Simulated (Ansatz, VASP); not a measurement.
Two plane-wave programs on SnO2

```xyz
6
Lattice="4.7201 0.0000 0.0000 0.0000 4.7206 0.0000 0.0000 0.0000 3.1888" Properties=species:S:1:pos:R:3 pbc="T T T"
Sn    2.3396    2.3367    1.5944
Sn    0.0205   -0.0237    0.0000
O     1.2418    1.6599    0.0000
O     3.7532    0.8760    1.5944
O     1.1181    4.0201    1.5944
O     3.3269    3.2364    0.0000
```

Change from the starting cell: mode 4 frozen in at -0.179 Å and mode 7 at -0.116 Å (largest displacements).

Alike in both runs: task single point; functional LDA; k mesh 6 × 6 × 8; occupations gaussian, width 0.05 eV; no spin polarisation.

|  | VASP | Ansatz |
| --- | --- | --- |
| version | VASP 6.6.1 | Ansatz 0.2.0 |
| potentials or method | VASP PAW LDA potentials, release 64 (Sn_d, O), cutoff 520 eV | scalar-relativistic, plane waves, PAW |
| valence electrons in the cell | 52 | 52 |

Ansatz gave:

| Quantity | Value |
| --- | --- |
| gap on the k mesh at the Fermi level (eV) | 1.34 |
| least direct gap on the mesh (eV) | 1.34 |
| pressure (GPa) | -2.1 |
| traceless stress, the component that is largest in VASP (GPa) | -0.63 |
| rms of the force components (eV/Å) | 0.247 |

What did VASP give for the same quantities?

gap on the k mesh at the Fermi level (eV): 1.36; least direct gap on the mesh (eV): 1.36; pressure (GPa): -0.8; traceless stress, the component that is largest in VASP (GPa): -0.75; rms of the force components (eV/Å): 0.244.

Ansatz warns that its potentials were made for another functional, while VASP's fit it. LDA's correlation is that of Perdew and Zunger in VASP and of Perdew and Wang (1992) in Ansatz. Atom by atom the forces differ by 0.016 eV/Å (rms over components).
